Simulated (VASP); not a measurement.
# MnS (Fm-3m) in VASP: a series of runs, part 2 of 2

VASP 6.6.1. Earlier steps stand in the parts before.

## Step 3: Single point, PBE, collinear spin, ferromagnetic start

This run uses another cell than the first one, of the same volume but with other edges.

INCAR reads:

```
  PREC = Accurate
  ENCUT = 520
  EDIFF = 1E-7
  ISMEAR = 0
  SIGMA = 0.05
  LREAL = False
  LASPH = True
  NELM = 150
  ALGO = Normal
  ISIF = 2
  LWAVE = False
  LCHARG = True
  ISPIN = 2
  MAGMOM = 5 5 0 0
  LORBIT = 11
  LMAXMIX = 4
  GGA = PE
  LELF = True
  LVHAR = True
  NBANDS = 31
```

KPOINTS reads:

```
Automatic mesh
0
Gamma
  8 8 8
```

POSCAR reads:

```
MnS
1.0
   -2.5431237785     -2.5431237785      5.0862475570
   -5.0862475570     -2.5431237785      2.5431237785
   -2.5431237785     -5.0862475570      2.5431237785
Mn S
2 2
Direct
    0.0000000000      0.0000000000      0.0000000000
    0.5000000000      0.5000000000      0.5000000000
    1.2500000000     -0.7500000000     -0.7500000000
    1.7500000000     -0.2500000000     -0.2500000000
```

Potentials or basis: VASP PAW PBE potentials, release 64 (Mn_pv, S).

Launch:

```sh
cat potpaw_PBE.64/Mn_pv/POTCAR potpaw_PBE.64/S/POTCAR > POTCAR
mpirun -np 1 vasp_std > vasp.out
```

OUTCAR:

```text
PREC = Accurate
   ENCUT = 520
   EDIFF = 1E-7
   ISMEAR = 0
   LREAL = False
   LASPH = True
   NELM = 150
   ISIF = 2
   ISPIN = 2
   LORBIT = 11
   GGA = PE

 ion  position               nearest neighbor table
   1  0.000  0.000  0.000-   4 2.54   4 2.54   4 2.54   3 2.54   3 2.54   3 2.54
   2  0.500  0.500  0.500-   3 2.54   3 2.54   3 2.54   4 2.54   4 2.54   4 2.54
   3  0.250  0.250  0.250-   1 2.54   1 2.54   1 2.54   2 2.54   2 2.54   2 2.54
   4  0.750  0.750  0.750-   2 2.54   2 2.54   2 2.54   1 2.54   1 2.54   1 2.54

  LATTYP: Found a trigonal (rhomboedric) cell.
 ALAT       =     6.2293556101
 COS(alpha) =     0.8333333333

  Lattice vectors:

 A1 = (  -2.5431237785,  -2.5431237785,   5.0862475570)
 A2 = (  -5.0862475570,  -2.5431237785,   2.5431237785)
 A3 = (  -2.5431237785,  -5.0862475570,   2.5431237785)

Analysis of symmetry for initial positions (statically):
=====================================================================
 Subroutine PRICEL returns following result:

  LATTYP: Found a face centered cubic cell.
 ALAT       =     5.0862475570
[... 12 lines left out ...]
 Subroutine GETGRP returns: Found 12 space group operations
 (whereof 12 operations were pure point group operations)
 out of a pool of 12 trial point group operations.

The static configuration has the point symmetry D_3d.

Analysis of symmetry for dynamics (positions and initial velocities):
=====================================================================
 Subroutine PRICEL returns following result:

  LATTYP: Found a face centered cubic cell.
 ALAT       =     5.0862475570
[... 12 lines left out ...]
 Subroutine GETGRP returns: Found 12 space group operations
 (whereof 12 operations were pure point group operations)
 out of a pool of 12 trial point group operations.

The dynamic configuration has the point symmetry D_3d.

Analysis of structural, dynamic, and magnetic symmetry:
=====================================================================
 Subroutine PRICEL returns following result:
[... 165 lines left out ...]
  ---------------------------------------------------
  free energy    TOTEN  =       -28.17199323 eV

  energy without entropy =      -28.16968581  energy(sigma->0) =      -28.17083952

 E-fermi :   7.4767     XC(G=0): -11.0037

 val. band max:        7.4710448743   @ k =   0.2500   0.0000   0.0000
 cond. band min:       7.4897938150   @ k =   0.3750   0.0000   0.0000
 fundamental gap:      0.0187489407
 Fermi energy:         7.4767117856

 spin component 1

 k-point     1 :       0.0000    0.0000    0.0000
  band No.  band energies     occupation
      1     -43.1609      1.00000
      2     -43.1511      1.00000
      3     -43.1511      1.00000
      4     -43.1495      1.00000
      5     -43.1495      1.00000
      6     -43.1492      1.00000
[... 805 lines left out ...]
     30      14.4823      0.00000
     31      15.0223      0.00000

 [... further k-points ...]

 spin component 2

 k-point     1 :       0.0000    0.0000    0.0000
  band No.  band energies     occupation
      1     -38.7772      1.00000
      2     -38.7651      1.00000
      3     -38.7651      1.00000
      4     -38.7629      1.00000
      5     -38.7629      1.00000
      6     -38.7615      1.00000
[... 805 lines left out ...]
     30      15.4760      0.00000
     31      15.8033      0.00000

 [... further k-points ...]
[... 5 lines left out ...]
  --------------------------------------------------------------------------------------
  -------------------------------------------------------------------------------------
  Total        0.5363161      0.5363161      0.5363161      0.0136315     -0.0136315     -0.0136315
  in kB       13.0607752     13.0607752     13.0607752      0.3319651     -0.3319651     -0.3319651
  external PRESSURE =      13.0607752 kB  Pullay stress =       0.0000000 kB

 VOLUME and BASIS-vectors are now :
 -----------------------------------------------------------------------------
  energy-cutoff  :      520.00
  volume of cell :       65.79
      direct lattice vectors                 reciprocal lattice vectors
    -2.543123779 -2.543123779  5.086247557     0.098304299  0.098304299  0.294912897
    -5.086247557 -2.543123779  2.543123779    -0.294912897  0.098304299 -0.098304299
    -2.543123779 -5.086247557  2.543123779     0.098304299 -0.294912897 -0.098304299

 POSITION                                       TOTAL-FORCE (eV/Angst)
 -----------------------------------------------------------------------------------
      0.00000      0.00000      0.00000         0.000000     -0.000000     -0.000000
     -5.08625     -5.08625      5.08625        -0.000000     -0.000000      0.000000
     -2.54312     -2.54312      2.54312        -0.000000     -0.000000      0.000000
     -7.62937     -7.62937      7.62937        -0.000000      0.000000     -0.000000
 -----------------------------------------------------------------------------------
    total drift:                                0.000000      0.000000      0.000000

  FREE ENERGIE OF THE ION-ELECTRON SYSTEM (eV)
  ---------------------------------------------------
  free  energy   TOTEN  =       -28.1719932330 eV

  energy  without entropy=      -28.1696858057  energy(sigma->0) =      -28.17083952

 total charge

# of ion       s       p       d       tot
------------------------------------------
    1        0.227   6.186   4.963  11.376
    2        0.227   6.186   4.963  11.376
    3        1.328   2.415   0.000   3.743
    4        1.328   2.415   0.000   3.743
--------------------------------------------------
tot          3.111  17.202   9.925  30.238

 magnetization (x)

# of ion       s       p       d       tot
------------------------------------------
    1        0.053   0.043   4.037   4.133
    2        0.053   0.043   4.037   4.133
    3        0.028   0.067   0.000   0.095
    4        0.028   0.067   0.000   0.095
--------------------------------------------------
tot          0.162   0.220   8.074   8.456
```

OSZICAR:

```text
N       E                     dE             d eps       ncg     rms          rms(c)
DAV:   1     0.391835149399E+03    0.39184E+03   -0.20675E+04  8292   0.136E+03
DAV:   2    -0.291737700545E+01   -0.39475E+03   -0.37246E+03  8270   0.393E+02
DAV:   3    -0.297425846130E+02   -0.26825E+02   -0.26281E+02  9433   0.108E+02
DAV:   4    -0.303270489147E+02   -0.58446E+00   -0.58313E+00  9111   0.161E+01
DAV:   5    -0.303373645477E+02   -0.10316E-01   -0.10314E-01  9432   0.235E+00    0.186E+01
DAV:   6    -0.280252715083E+02    0.23121E+01   -0.93938E+00  9115   0.326E+01    0.138E+01
DAV:   7    -0.281656425759E+02   -0.14037E+00   -0.15791E+00  8837   0.122E+01    0.842E+00
DAV:   8    -0.281783778601E+02   -0.12735E-01   -0.91679E-02  9435   0.202E+00    0.440E+00
DAV:   9    -0.281688056938E+02    0.95722E-02   -0.15978E-02  8990   0.123E+00    0.604E-01
DAV:  10    -0.281719891011E+02   -0.31834E-02   -0.51164E-03  9180   0.493E-01    0.205E-01
DAV:  11    -0.281719198261E+02    0.69275E-04   -0.39296E-04  9343   0.125E-01    0.132E-01
DAV:  12    -0.281719574098E+02   -0.37584E-04   -0.52183E-05  9213   0.480E-02    0.110E-01
DAV:  13    -0.281719826008E+02   -0.25191E-04   -0.12290E-05  8858   0.213E-02    0.641E-02
DAV:  14    -0.281719926661E+02   -0.10065E-04   -0.99432E-06  9061   0.228E-02    0.757E-03
DAV:  15    -0.281719932760E+02   -0.60986E-06   -0.47946E-07  9530   0.508E-03    0.247E-03
DAV:  16    -0.281719932330E+02    0.42972E-07   -0.55781E-08  5850   0.142E-03
   1 F= -.28171993E+02 E0= -.28170840E+02  d E =-.230743E-02  mag=     9.0996
```

stdout:

```text
POSCAR found type information on POSCAR MnS
 POSCAR found :  2 types and       4 ions
 scaLAPACK will be used
 LDA part: xc-table for (Slater+PW92), standard interpolation
 POSCAR, INCAR and KPOINTS ok, starting setup
 FFT: planning ... GRIDC
 FFT: planning ... GRID_SOFT
 FFT: planning ... GRID
 WAVECAR not read
 entering main loop
```

Wall time 17 min (1 thread of Intel Xeon 8259CL, shared host); peak memory 0.52 GiB.

What came out:

```
Free energy                                           : -28.1720 eV
Pressure                                              : 1.3 GPa
Net moment                                            : 9.10 μB per cell
Site moments                                          : Mn +4.13; S +0.10 μB
Valence electrons inside the program's atomic spheres : Mn 11.38; S 3.74
```

Caveat: semilocal functionals often make such compounds metallic where correlation or magnetic order opens a gap, which also shifts bond lengths; the run started ferromagnetic, and an antiferromagnetic order may lie lower in energy. With open d or f shells a metallic result of PBE can be an artefact of self-interaction; +U or a hybrid may open a gap.
